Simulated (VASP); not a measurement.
**WS2: single point with PBE**

WS2:

```
CELL_PARAMETERS angstrom
3.33668 0.00000 0.00000
0.00000 3.33668 0.00000
0.00000 0.00000 10.53769
ATOMIC_POSITIONS crystal
W 0.50000 0.50000 0.50000
S 0.50000 0.50000 0.91552
S 0.50000 0.50000 0.08448
```

This cell differs from its parent crystal: volume scaled by 0.94.

| Property | Result |
| --- | --- |
| Program | VASP 6.6.1 |
| Task | single point |
| Functional | PBE |
| Potentials or basis | VASP PAW PBE potentials, release 64 (W_sv, S) |
| Cutoff | 520 eV |
| k mesh | 8 × 8 × 3 |
| Occupations | fermi-dirac, width 0.05 eV |
| Spin | no spin polarisation |

| Item | Value |
| --- | --- |
| Pressure | -5.3 GPa |
| Largest force | 4.474 eV/Å |
| Band gap on the k mesh | zero (band 13 reaches 1.83 eV, above the bottom of band 14 at 0.45 eV) |

Forces on the atoms (eV/Å):
```
W    0.000  0.000  0.000
S    0.000  0.000 -4.474
S    0.000  0.000  4.474
```

Stress tensor (GPa, compression positive):
```
-13.20   0.00   0.00
  0.00 -13.20   0.00
  0.00   0.00  10.53
```

Levels at points of the mesh, in eV from the Fermi level:
```csv
k point,band 11,band 12,band 13,band 14,band 15,band 16
"(0.00, 0.00, 0.00)",-1.36,-0.33,1.07,1.07,1.28,1.38
"(0.50, 0.00, 0.00)",-1.59,-0.74,0.10,0.75,1.15,1.24
"(0.50, 0.50, 0.00)",-0.92,-0.92,-0.29,-0.29,0.48,2.78
```

Run time: 2.3 min on 1 thread of Intel Xeon 8259CL (shared host), peak memory 0.27 GiB.

Caveat: spin-orbit coupling is left out, which moves the levels of the heavy elements; forces of over 1 eV/Å act on the atoms, so gaps and moduli don't describe the material at rest.
